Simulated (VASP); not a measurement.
# CaB2 in VASP: further runs

Runs on CaB2. Level: PBE+D3(BJ). Tasks: single point.

Everything below comes from runs of VASP 6.6.1. Logs are shortened: lines on timing, memory, paths and dates and some standing lists are left out, and cuts for length are marked.

**1. The cell of the first run**

The cell holds layers a few Å apart, 3 atoms: a = 3.226 Å, b = 3.226 Å, c = 4.567 Å, α = 90.00°, β = 90.00°, γ = 120.00°.

**2. Single point, PBE+D3(BJ)**

INCAR

```
SYSTEM = CaB2
PREC     = Accurate       ! precision mode
ENCUT    = 520            ! plane-wave cutoff, eV
EDIFF    = 1E-6           ! SCF threshold, eV
ISMEAR   = 1              ! smearing method
SIGMA    = 0.02           ! smearing width, eV
LREAL    = .FALSE.        ! projectors in reciprocal space
LASPH    = .TRUE.         ! aspherical terms in the spheres
NELM     = 80             ! most SCF steps
ALGO     = Normal         ! electronic algorithm
ISIF     = 2              ! what is computed and relaxed
LWAVE    = .FALSE.        ! write WAVECAR
LCHARG   = .TRUE.         ! write CHGCAR
GGA      = PE             ! functional
IVDW     = 12             ! dispersion correction
LELF     = .TRUE.         ! ELF
LVHAR    = .TRUE.       
NBANDS   = 15             ! bands
```

KPOINTS

```
Automatic mesh
0
G
  6 6 4
  0 0 0
```

POSCAR

```
CaB2
1.0
    3.2264300000      0.0000000000      0.0000000000
   -1.6132150000      2.7941710000      0.0000000000
    0.0000000000      0.0000000000      4.5673920000
Ca B
1 2
Direct
    0.0000000000      0.0000000000      0.0000000000
    0.3333333333      0.6666666667      0.4452641683
    0.6666666667      0.3333333333      0.4452641683
```

Potentials or basis: VASP PAW PBE potentials, release 64 (Ca_sv, B).

Started as:

```
$ cat potpaw_PBE.64/Ca_sv/POTCAR potpaw_PBE.64/B/POTCAR > POTCAR
$ mpirun -np 1 vasp_std > vasp.out
```

OUTCAR:

```text
SYSTEM = CaB2
   PREC = Accurate
   ENCUT = 520
   EDIFF = 1E-6
   ISMEAR = 1
   LREAL = .FALSE.
   LASPH = .TRUE.
   NELM = 80
   ISIF = 2
   GGA = PE
   IVDW = 12
 IVDW          = 12

 ion  position               nearest neighbor table
   1  0.000  0.000  0.000-
   2  0.333  0.667  0.445-   3 1.86   3 1.86   3 1.86
   3  0.667  0.333  0.445-   2 1.86   2 1.86   2 1.86

  LATTYP: Found a hexagonal cell.
 ALAT       =     3.2264300000
 C/A-ratio  =     1.4156178811

  Lattice vectors:

 A1 = (   3.2264300000,   0.0000000000,   0.0000000000)
 A2 = (  -1.6132150000,   2.7941710000,   0.0000000000)
 A3 = (   0.0000000000,   0.0000000000,   4.5673920000)

Analysis of symmetry for initial positions (statically):
=====================================================================
 Subroutine PRICEL returns:
 Original cell was already a primitive cell.

 Routine SETGRP: Setting up the symmetry group for a
 hexagonal supercell.

 Subroutine GETGRP returns: Found 12 space group operations
 (whereof 12 operations were pure point group operations)
 out of a pool of 24 trial point group operations.

The static configuration has the point symmetry C_6v.

Analysis of symmetry for dynamics (positions and initial velocities):
=====================================================================
 Subroutine PRICEL returns:
 Original cell was already a primitive cell.

 Routine SETGRP: Setting up the symmetry group for a
 hexagonal supercell.

 Subroutine GETGRP returns: Found 12 space group operations
 (whereof 12 operations were pure point group operations)
 out of a pool of 24 trial point group operations.

The dynamic configuration has the point symmetry C_6v.

 Subroutine INISYM returns: Found 12 space group operations
 (whereof 12 operations are pure point group operations),
 and found     1 'primitive' translations

----------------------------------------------------------------------------------------

                                     Primitive cell

  volume of cell :      41.1759

  direct lattice vectors                    reciprocal lattice vectors
     3.226430000  0.000000000  0.000000000     0.309940089  0.178943952  0.000000000
    -1.613215000  2.794171000  0.000000000     0.000000000  0.357887903  0.000000000
     0.000000000  0.000000000  4.567392000     0.000000000  0.000000000  0.218943327

  length of vectors
     3.226430000  3.226430569  4.567392000     0.357887966  0.357887903  0.218943327

  position of ions in fractional coordinates (direct lattice)
     0.000000000  0.000000000  0.000000000
     0.333333333  0.666666667  0.445264168
     0.666666667  0.333333333  0.445264168

  ion indices of the primitive-cell ions
   primitive index   ion index
                 1           1
                 2           2
                 3           3

----------------------------------------------------------------------------------------

 KPOINTS: Automatic mesh

Automatic generation of k-mesh.
 Grid dimensions read from file:
 generate k-points for:    6    6    4

 Generating k-lattice:

  Cartesian coordinates                     Fractional coordinates (reciprocal lattice)
     0.051656681  0.029823992  0.000000000     0.166666667  0.000000000  0.000000000
     0.000000000  0.059647984  0.000000000     0.000000000  0.166666667  0.000000000
     0.000000000  0.000000000  0.054735832     0.000000000  0.000000000  0.250000000

  Length of vectors
     0.059647994  0.059647984  0.054735832

  Shift w.r.t. Gamma in fractional coordinates (k-lattice)
     0.000000000  0.000000000  0.000000000

 Subroutine IBZKPT returns following result:
 ===========================================

 Found     21 irreducible k-points:

 Following reciprocal coordinates:
            Coordinates               Weight
  0.000000  0.000000  0.000000      1.000000
  0.166667  0.000000  0.000000      6.000000
  0.333333  0.000000  0.000000      6.000000
  0.500000 -0.000000  0.000000      3.000000
  0.166667  0.166667  0.000000      6.000000
  0.333333  0.166667  0.000000     12.000000
[... 13 lines left out ...]
  0.333333  0.166667  0.500000     12.000000
  0.333333  0.333333  0.500000      2.000000
   k-points           NKPTS =     21   k-points in BZ     NKDIM =     21   number of bands    NBANDS=     15
   number of dos      NEDOS =    301   number of ions     NIONS =      3
   total plane-waves  NPLWV =  20736
   dimension x,y,z NGX =    24 NGY =   24 NGZ =   36
   dimension x,y,z NGXF=    48 NGYF=   48 NGZF=   72
   ions per type =               1   2
   NGX,Y,Z   is equivalent  to a cutoff of  12.37, 12.37, 13.10 a.u.
   NGXF,Y,Z  is equivalent  to a cutoff of  24.73, 24.73, 26.21 a.u.
 SYSTEM =  CaB2
   PREC   = accura    normal or accurate (medium, high low for compatibility)
   ISTART =      0    job   : 0-new  1-cont  2-samecut
   ICHARG =      2    charge: 1-file 2-atom 10-const
   ISPIN  =      1    spin polarized calculation?
   LNONCOLLINEAR =      F non collinear calculations
   LSORBIT =      F    spin-orbit coupling
   LASPH  =      T    aspherical Exc in radial PAW
   ENCUT  =  520.0 eV  38.22 Ry    6.18 a.u.   6.00  6.00  8.49*2*pi/ulx,y,z
   NELM   =     80;   NELMIN=  2; NELMDL= -5     # of ELM steps
   EDIFF  = 0.1E-05   stopping-criterion for ELM
   LREAL  =      F    real-space projection
   EDIFFG = 0.1E-04   stopping-criterion for IOM
   NSW    =      0    number of steps for IOM
   IBRION =     -1    ionic relax: 0-MD 1-quasi-New 2-CG
   NFREE  =      0    steps in history (QN), initial steepest desc. (CG)
   ISIF   =      2    stress and relaxation
   ISYM   =      2    0-nonsym 1-usesym 2-fastsym
   POTIM  = 0.5000    time-step for ionic-motion
   TEBEG  =    0.0;   TEEND  =   0.0 temperature during run
   PSTRESS=    0.0 pullay stress
   NELECT =      16.0000    total number of electrons
   NUPDOWN=      -1.0000    fix difference up-down
   EMIN   =  10.00;   EMAX   =-10.00  energy-range for DOS
   EFERMI =   0.00;   METHOD = LEGACY
   ISMEAR =     1;   SIGMA  =   0.02  broadening in eV -4-tet -1-fermi 0-gaus
   EFERMI_NEDOS =   21; number of points for ismear=-14 and -15
   IALGO  =     38    algorithm
   IMIX   =      4    mixing-type and parameters
     AMIX     =   0.40;   BMIX     =  1.00
     AMIX_MAG =   1.60;   BMIX_MAG =  1.00
  volume/ion in A,a.u.               =      13.73        92.62
  Fermi-wavevector in a.u.,A,eV,Ry     =   1.194631  2.257525 19.417451  1.427142
  Thomas-Fermi vector in A             =   2.330616
   LORBIT       =      0    0 simple, 1 ext, 2 COOP (PROOUT), +10 PAW based schemes
   GGA     = PE    functional components
   LHFCALC =     F    Hartree Fock is set to
   AEXX    =    0.0000 exact exchange contribution
   IVDW    =    12    specifies the selected vdW correction
   LEPSILON=     F    determine dielectric tensor
   LRPA    =     F    only Hartree local field effects (RPA)
 non-spin polarized calculation
 Methfessel and Paxton  Order N= 1 SIGMA  =   0.02
  energy-cutoff  :      520.00
  volume of cell :       41.18
 maximum number of plane-waves:      1134
 NGX is ok and might be reduce to    24
   NGX = 11   NGY = 11   NGZ = 17

 number of electron      16.0000001 magnetization

 Free energy of the ion-electron system (eV)
  ---------------------------------------------------
  ext. energy  EPLUGINS =         0.00000000
  ---------------------------------------------------
  free energy    TOTEN  =       -15.27187061 eV

  energy without entropy =      -15.27082565  energy(sigma->0) =      -15.27152229

 E-fermi :   4.2111     XC(G=0): -10.2789

 val. band max:        4.2077271374   @ k =   0.1667   0.0000   0.5000
 cond. band min:       4.2113161799   @ k =   0.1667   0.0000   0.2500
 fundamental gap:      0.0035890425
 Fermi energy:         4.2110856668

 k-point     1 :       0.0000    0.0000    0.0000
  band No.  band energies     occupation
      1     -36.4486      2.00000
      2     -17.3774      2.00000
      3     -17.2360      2.00000
      4     -17.2360      2.00000
      5      -6.0734      2.00000
      6       1.5544      2.00000
      7       3.6417      2.00000
      8       4.7530      0.00000
      9       4.7530      0.00000
     10       8.4052      0.00000
     11       8.4052      0.00000
     12       9.4934      0.00000
     13       9.4934      0.00000
     14      10.6009      0.00000
     15      11.2823      0.00000

 k-point     2 :       0.1667    0.0000    0.0000
  band No.  band energies     occupation
      1     -36.4218      2.00000
      2     -17.4247      2.00000
      3     -17.3404      2.00000
      4     -17.2760      2.00000
      5      -5.6273      2.00000
      6       1.7578      2.00000
      7       3.0888      2.00000
      8       4.2128      0.85268
      9       4.2334     -0.06682
     10       7.5530      0.00000
     11       8.6471      0.00000
     12       9.3749      0.00000
     13       9.5239      0.00000
     14      10.1736      0.00000
     15      11.6751      0.00000

 k-point     3 :       0.3333    0.0000    0.0000
  band No.  band energies     occupation
      1     -36.3679      2.00000
      2     -17.7798      2.00000
      3     -17.3549      2.00000
      4     -17.2702      2.00000
      5      -4.3617      2.00000
      6       0.2598      2.00000
      7       2.2944      2.00000
      8       3.3544      2.00000
      9       4.9022      0.00000
     10       7.4671      0.00000
     11       7.9713      0.00000
     12       9.1395      0.00000
     13       9.6069      0.00000
     14       9.8895      0.00000
     15      11.7008      0.00000
[... 289 lines left out ...]
 k-point    20 :       0.3333    0.1667    0.5000
  band No.  band energies     occupation
      1     -36.3400      2.00000
      2     -17.8542      2.00000
      3     -17.4894      2.00000
      4     -17.2592      2.00000
      5      -3.1952      2.00000
      6      -0.7536      2.00000
      7       1.7201      2.00000
      8       2.7448      2.00000
      9       4.2200      0.32000
     10       8.2528      0.00000
     11       8.5288      0.00000
     12       9.6558      0.00000
     13      10.1641      0.00000
     14      10.9327      0.00000
     15      11.7566      0.00000

 k-point    21 :       0.3333    0.3333    0.5000
  band No.  band energies     occupation
      1     -36.3264      2.00000
      2     -17.7276      2.00000
      3     -17.7276      2.00000
      4     -17.2390      2.00000
      5      -1.8378      2.00000
      6      -1.8378      2.00000
      7       0.6080      2.00000
      8       3.8158      2.00000
      9       3.8158      2.00000
     10       8.8174      0.00000
     11       8.8199      0.00000
     12       8.8199      0.00000
     13      10.1224      0.00000
     14      10.1224      0.00000
     15      11.8365      0.00000

------------------------ aborting loop because EDIFF is reached ----------------------------------------

 Edisp (eV)   -0.75099

 E8    (eV) :    -0.3229

  FORCE on cell =-STRESS in cart. coord.  units (eV):
  Direction    XX          YY          ZZ          XY          YZ          ZX
  --------------------------------------------------------------------------------------
  -------------------------------------------------------------------------------------
  Total      -1.28564    -1.28564    -5.88332     0.00000    -0.00000     0.00000
  in kB     -50.02502   -50.02505  -228.92320     0.00000    -0.00000     0.00000
  external pressure =     -109.66 kB  Pullay stress =        0.00 kB

 VOLUME and BASIS-vectors are now :
 -----------------------------------------------------------------------------
  energy-cutoff  :      520.00
  volume of cell :       41.18
      direct lattice vectors                 reciprocal lattice vectors
     3.226430000  0.000000000  0.000000000     0.309940089  0.178943952  0.000000000
    -1.613215000  2.794171000  0.000000000     0.000000000  0.357887903  0.000000000
     0.000000000  0.000000000  4.567392000     0.000000000  0.000000000  0.218943327

 POSITION                                       TOTAL-FORCE (eV/Angst)
 -----------------------------------------------------------------------------------
      0.00000      0.00000      0.00000         0.000000     -0.000000     -0.734473
     -0.00000      1.86278      2.03370        -0.000000      0.000000      0.367236
      1.61322      0.93139      2.03370         0.000000      0.000000      0.367236
 -----------------------------------------------------------------------------------
    total drift:                                0.000000      0.000000      0.001167

  FREE ENERGIE OF THE ION-ELECTRON SYSTEM (eV)
  ---------------------------------------------------
  free  energy   TOTEN  =       -16.0228575080 eV

  energy  without entropy=      -16.0218125563  energy(sigma->0) =      -16.02250919
```

Run time: 27 s. Hardware: 1 thread of Intel Xeon 8259CL, shared host; peak memory 0.17 GiB.

Results:

```
Free energy                : -16.0229 eV
Largest force              : 0.734 eV/Å
Band gap on the k mesh     : zero (bands 8 and 9 overlap by 1.71 eV)
Dispersion energy per atom : -0.250 eV
```

Forces in eV/Å, atoms in the order of the input:
```
Ca   0.000  0.000 -0.734
B    0.000  0.000  0.367
B    0.000  0.000  0.367
```

Caveat: the k points lie up to 0.37 Å⁻¹ apart, too coarse for converged energies and pressures of a metal.

**3. Single point, PBE+D3(BJ)**

This run uses another cell than the first one, of 15.23 Å³/atom.

INCAR

```
  PREC = Accurate
  ENCUT = 520
  EDIFF = 1E-7
  ISMEAR = 1
  SIGMA = 0.02
  LREAL = False
  LASPH = True
  NELM = 80
  ALGO = Normal
  ISIF = 2
  LWAVE = False
  LCHARG = False
  GGA = PE
  IVDW = 12
  NBANDS = 15
```

KPOINTS

```
regular mesh
0
Gamma
  6 6 4
```

POSCAR

```
CaB2
1.0
    3.2264300000      0.0000000000      0.0000000000
   -1.6132150000      2.7941710000      0.0000000000
    0.0000000000      0.0000000000      5.0673920000
Ca B
1 2
Direct
    0.0000000000      0.0000000000      0.0000000000
    0.3333333333      0.6666666667      0.4013299149
    0.6666666667      0.3333333333      0.4013299149
```

Potentials or basis: VASP PAW PBE potentials, release 64 (Ca_sv, B).

Started as:

```
$ cat potpaw_PBE.64/Ca_sv/POTCAR potpaw_PBE.64/B/POTCAR > POTCAR
$ mpirun -np 1 vasp_std > vasp.out
```

Wall time 27 s (1 thread of Intel Xeon 8259CL, shared host); peak memory 0.17 GiB.

Results (log left out):

```yaml
Free_energy: -15.2317 eV
Largest_force: 0.430 eV/Å
Band_gap_on_the_k_mesh: zero (bands 8 and 9 overlap by 1.45 eV)
Dispersion_energy_per_atom: -0.225 eV
```

Forces on the atoms (eV/Å):
```
Ca   0.000  0.000 -0.430
B    0.000  0.000  0.215
B    0.000  0.000  0.215
```

Levels at points of the mesh, in eV from the Fermi level:
```csv
k point,band 6,band 7,band 8,band 9,band 10,band 11
"(0.00, 0.00, 0.00)",-3.05,-1.18,0.60,0.60,3.68,3.68
"(0.50, 0.00, 0.00)",-6.01,-1.27,-1.27,-0.04,2.84,3.13
"(0.00, 0.00, 0.50)",-4.66,0.72,0.72,1.01,3.41,3.41
"(0.50, 0.00, 0.50)",-5.75,-1.39,-0.87,-0.73,2.67,3.12
```

Caveat: the k points lie up to 0.37 Å⁻¹ apart, too coarse for converged energies and pressures of a metal.

[end of part 1 of 2]

The gap in the log of VASP goes by the Fermi energy; the results here count the filled bands.